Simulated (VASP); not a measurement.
# Ta: relaxation of cell and atoms with PBEsol

The system is Ta.

```
Ta
1.0
     0.00000    2.89987    2.89987
     2.89987    0.00000    2.89987
     2.89987    2.89987    0.00000
Ta
2
Direct
  0.12500 0.12500 0.12500
  0.87500 0.87500 0.87500
```

| Property | Result |
| --- | --- |
| Program | VASP 6.6.1 |
| Task | relaxation of cell and atoms |
| Functional | PBEsol |
| Potentials or basis | VASP PAW PBE potentials, release 64 (Ta_pv) |
| Cutoff | 600 eV |
| k mesh | 9 × 9 × 9 |
| Occupations | fermi-dirac, width 0.1 eV |
| Spin | no spin polarisation |
| Dipole correction | no |
| Further INCAR settings | ALGO = Normal; EDIFF = 1e-06; IBRION = 2; EDIFFG = -0.01; NSW = 80; ISIF = 3 |

| Quantity | Value |
| --- | --- |
| Relaxed volume | 27.11 Å³/atom |
| Relaxed cell | a = 4.248 Å, b = 4.248 Å, c = 4.248 Å, α = 60.00°, β = 60.00°, γ = 60.00° |
| Space group after relaxing (to 0.05 Å) | Fd-3m (No. 227) |
| Energy gained by relaxing | 76.2 meV/atom |
| Ionic steps | 7 |
| Pressure after relaxing | 0.1 GPa |
| Band gap on the k mesh | zero (band 11 reaches 2.44 eV, above the bottom of band 12 at 1.80 eV) |

Step by step:
```
step  energy change (eV)  largest force (eV/Å)  pressure (GPa)  volume (Å³)
   1              0.0000                0.0000            9.61        48.77
   2             -0.0342                0.0000           -6.32        59.84
   3             -0.1523                0.0000           -0.10        54.33
   4             -0.1523                0.0000            0.06        54.22
   5             -0.1523                0.0000            0.07        54.22
   6             -0.1523                0.0000            0.07        54.22
   7             -0.1523                0.0000            0.06        54.22
```

Final structure:
```yaml
crystal:
  lattice:
    - [0.00000, 3.00403, 3.00403]
    - [3.00403, 0.00000, 3.00403]
    - [3.00403, 3.00403, 0.00000]
  atoms:
    - { symbol: Ta, position: [0.12500, 0.12500, 0.12500] }
    - { symbol: Ta, position: [0.87500, 0.87500, 0.87500] }
```

Levels at points of the mesh, in eV from the Fermi level:
```csv
k point,band 8,band 9,band 10,band 11,band 12,band 13,band 14,band 15
"(0.00, 0.00, 0.00)",-1.09,-1.09,-0.30,-0.30,-0.30,2.09,2.09,2.09
```

Run time: 3.1 min on 1 thread of Intel Xeon 8259CL (shared host), peak memory 0.21 GiB.

Caveat: the PAW data sets were made with another functional, which shifts forces and pressure a little; spin-orbit coupling is left out, which moves the levels of the heavy elements.
